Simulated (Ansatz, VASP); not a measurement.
MgO in VASP and in Ansatz

INCAR

```
SYSTEM = MgO
PREC = Accurate
ENCUT = 520
EDIFF = 1E-6
ISMEAR = 0
SIGMA = 0.05
LREAL = .FALSE.
LASPH = .TRUE.
NELM = 60
ALGO = Normal
ISIF = 2
LWAVE = .FALSE.
LCHARG = .FALSE.
GGA = PS
NBANDS = 16
```

File KPOINTS:

```
regular mesh
0
G
  8 8 6
  0 0 0
```

The input POSCAR:

```
MgO
1.0
    0.0000000000     -2.1351500000     -2.1351500000
    0.0000000000      2.1351500000     -2.1351500000
    4.2703000000      0.0000000000      0.0000000000
Mg O
2 2
Direct
    0.5351263377      0.4648736623      0.5000000000
   -0.0351263377      0.0351263377      0.0000000000
    0.4841150365      0.5158849635      0.0000000000
    0.0158849635     -0.0158849635      0.5000000000
```

Input for Ansatz:

```yaml
crystal:
  lattice:
    - [0.0, -2.13515, -2.13515]
    - [0.0, 2.13515, -2.13515]
    - [4.2703, 0.0, 0.0]
  atoms:
    - { symbol: Mg, position: [0.5351263377, 0.4648736623, 0.5] }
    - { symbol: Mg, position: [-0.0351263377, 0.0351263377, 0.0] }
    - { symbol: O, position: [0.4841150365, 0.5158849635, 0.0] }
    - { symbol: O, position: [0.0158849635, -0.0158849635, 0.5] }
basis:
  ecutwfc: 420
kpoints:
  mp_grid: { grid: [8, 8, 6] }
hamiltonian:
  xc: pbesol
scf:
  occupations: { method: gaussian, width: 0.05 }
output:
  forces: true
  stress: true
  eigenvalues: true
  write_density: true
  write_potential: true
  elf: true
  volumetric_format: npy
```

Change from the starting cell: mode 4 (275.8 1/cm) frozen in, largest displacement -0.150 Å.

Alike in both runs: task single point; functional PBEsol; k mesh 8 × 8 × 6; occupations gaussian, width 0.05 eV; no spin polarisation.

|  | VASP | Ansatz |
| --- | --- | --- |
| version | VASP 6.6.1 | Ansatz 0.2.0 |
| potentials or method | VASP PAW PBE potentials, release 64 (Mg, O), cutoff 520 eV | scalar-relativistic, plane waves, PAW |
| valence electrons in the cell | 16 | 32 |

Ansatz gave:

* gap on the k mesh at the Fermi level (eV): 4.18
* least direct gap on the mesh (eV): 4.18
* pressure (GPa): -5.0
* traceless stress, the component that is largest in VASP (GPa): -1.75
* rms of the force components (eV/Å): 0.445

Estimate VASP's values.

gap on the k mesh at the Fermi level (eV): 4.18; least direct gap on the mesh (eV): 4.18; pressure (GPa): -5.5; traceless stress, the component that is largest in VASP (GPa): -1.77; rms of the force components (eV/Å): 0.448.

VASP's potentials were made for PBE, not for PBEsol. Atom by atom the forces differ by 0.004 eV/Å (rms over components). VASP's potentials hold 16 valence electrons a cell and Ansatz's 32, so a difference there can come from the potentials and not from the codes.
